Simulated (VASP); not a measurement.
A run of VASP 6.6.1 is set up as follows.

File INCAR:

```
SYSTEM = Hf8CuO16
ALGO = Normal ; EDIFF = 1E-6
ENCUT = 520 ; GGA = PE
GGA_COMPAT = .FALSE. ; ISIF = 2
ISMEAR = -1 ; ISPIN = 2
LASPH = .TRUE. ; LCHARG = .FALSE.
LMAXMIX = 4 ; LORBIT = 11
LREAL = .FALSE. ; LWAVE = .FALSE.
MAGMOM = 0.05 0 0.04 0 0 0.02 0.01 0.01 0 0.01 0.07 0 0.01 0 0.01 0 0.01 0.02 0.01 0.01 0.01 0 0.03 0.01 0.13 ; NBANDS = 116
NELM = 200 ; NUPDOWN = 1.0
PREC = Accurate ; SIGMA = 0.01
```

Contents of KPOINTS:

```
k-points
0
G
  1 1 1
  0 0 0
```

The input POSCAR:

```
Hf8CuO16
1.0
   -3.6047748000      3.6047748000      5.2647067900
    3.6047748000     -3.6047748000      5.2647067900
    3.6047748000      3.6047748000     -5.2647067900
Hf O Cu
8 16 1
Direct
    0.0248141179      0.0304860473      0.5253199368
    0.0140793540      0.5112943176      0.0779975536
    0.5695580145      0.0208813396      0.1074186940
    0.5600450678      0.5798063912      0.5890872343
    0.0098122040      0.0238690429      0.0762732077
    0.0699328451      0.5468216797      0.5874041112
    0.5650213434      0.0625313753      0.5932671779
    0.4950538554      0.5414915194      0.0719814900
    0.1472798793      0.4541877215      0.8465791010
   -0.0911321521      0.7803765810      0.0940887017
    0.5513667176      0.3574191871      0.2280562466
    0.6369615021      0.9464218454      0.8373203732
    0.2870781586      0.1365144353      0.5429214212
    0.4009563725      0.6986051750      0.3428783358
    0.9043440194      0.2031534820      0.3389190829
    0.8687955896      0.7113837919      0.6817093025
    0.1851743196      0.3806761038      0.3132648153
    0.0891126734      0.7460729508      0.4769687253
    0.6730662274      0.3253871860      0.6035727865
    0.6749571358      0.8821122599      0.3203957225
    0.2947602969     -0.0396025407      0.1105914412
    0.4244244398      0.6463010290      0.8152538726
    0.9346934115      0.1390197614      0.8190030296
    0.7199421501      0.3903885614      0.0083854533
    0.2506854313      0.1759259722     -0.0091665906
```

Potentials or basis: VASP PAW PBE potentials, release 64 (Hf_pv, O, Cu).

Command:

```console
$ cat potpaw_PBE.64/Hf_pv/POTCAR potpaw_PBE.64/O/POTCAR potpaw_PBE.64/Cu/POTCAR > POTCAR
$ mpirun -np 1 vasp_gam > vasp.out
```

Problem. What does it give for the pressure?

Solution. 4.9 GPa.

Problem. Predict the largest force.

Solution. 0.124 eV/Å.

Stress tensor (GPa, compression positive):
```
-0.82  3.66 -0.07
 3.66  9.34 -0.15
-0.07 -0.15  6.09
```

Caveat: the k points lie up to 1.06 Å⁻¹ apart, too coarse for converged energies, forces and pressures; the total moment is fixed, so each spin has its own Fermi level and the state may be an excited one.
